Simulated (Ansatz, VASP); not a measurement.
# Two plane-wave programs on Li2H

```xyz
6
Lattice="1.2758 -5.6222 0.0000 1.2758 5.6222 0.0000 0.0000 0.0000 4.9854" Properties=species:S:1:pos:R:3 pbc="T T T"
Li    1.2758    5.0668    1.3364
Li    1.2758   -5.0668    3.8291
Li    1.2758   -3.5364    1.7372
Li    1.2758    3.5364    4.2299
H     1.2758    0.7180    2.2858
H     1.2758   -0.7180    4.7785
```

Change from the starting cell: species swapped into the MoP2 type (Cmc2_1, No. 36).

Alike in both runs: functional PBE; k mesh 6 × 6 × 4; occupations gaussian, width 0.1 eV; no spin polarisation.

Ansatz relaxed the structure, and its values are those at the end. VASP's run is a single point on that final structure, the one shown.

|  | VASP | Ansatz |
| --- | --- | --- |
| version | VASP 6.6.1 | Ansatz 0.2.0 |
| potentials or method | VASP PAW PBE potentials, release 64 (Li_sv, H), cutoff 520 eV | scalar-relativistic, plane waves, PAW |
| valence electrons in the cell | 14 | 14 |

|  | VASP | Ansatz | Ansatz less VASP |
| --- | --- | --- | --- |
| gap on the k mesh at the Fermi level (eV) | none | none | - |
| rms of the force components (eV/Å) | 0.004 | 0.003 | -0.0006 |

A gap of «none» marks a metal or a gap that the smearing closes.

The k mesh is coarse, so the values compare programs but aren't converged. Noted on VASP's run: the cutoff is under 1.25 times that of the potentials, so the pressure is a little rough.
